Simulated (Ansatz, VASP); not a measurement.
## Ca in VASP and in Ansatz

INCAR

```
ALGO = Normal ; EDIFF = 1E-7
ENCUT = 520 ; GGA = PE
ISIF = 2 ; ISMEAR = 0
LASPH = True ; LCHARG = False
LREAL = False ; LWAVE = False
NBANDS = 11 ; NELM = 80
PREC = Accurate ; SIGMA = 0.15
```

KPOINTS

```
k-points
0
Gamma
  14 14 14
```

POSCAR

```
Ca
1.0
    0.0000000000      2.7942000000      2.7942000000
    2.7103740000      0.0000000000      2.7942000000
    2.7103740000      2.7942000000      0.0000000000
Ca
1
Direct
    0.0000000000      0.0000000000      0.0000000000
```

Input for Ansatz:

```yaml
crystal:
  lattice:
    - [0.0, 2.7942, 2.7942]
    - [2.710374, 0.0, 2.7942]
    - [2.710374, 2.7942, 0.0]
  atoms:
    - { symbol: Ca, position: [0.0, 0.0, 0.0] }
basis:
  ecutwfc: 420
kpoints:
  mp_grid: { grid: [14, 14, 14] }
hamiltonian:
  xc: pbe
scf:
  occupations: { method: gaussian, width: 0.15 }
output:
  forces: true
  stress: true
  eigenvalues: true
```

Change from the starting cell: strain -0.0300 x Voigt [1, 0, 0, 0, 0, 0], atoms carried along.

Alike in both runs: task single point; functional PBE; k mesh 14 × 14 × 14; occupations gaussian, width 0.15 eV; no spin polarisation.

```csv
,VASP,Ansatz
version,VASP 6.6.1,Ansatz 0.2.0
potentials or method,"VASP PAW PBE potentials, release 64 (Ca_sv), cutoff 520 eV","scalar-relativistic, plane waves, PAW"
valence electrons in the cell,10,10
```

|  | VASP | Ansatz | Ansatz less VASP |
| --- | --- | --- | --- |
| gap on the k mesh at the Fermi level (eV) | none | none | - |
| pressure (GPa) | 0.0 | -0.1 | -0.01 |
| traceless stress, the component that is largest in VASP (GPa) | 0.13 | 0.13 | 0.000 |

A gap of «none» marks a metal or a gap that the smearing closes. The functional is the same, so the differences come from potentials, cutoffs and numerics.
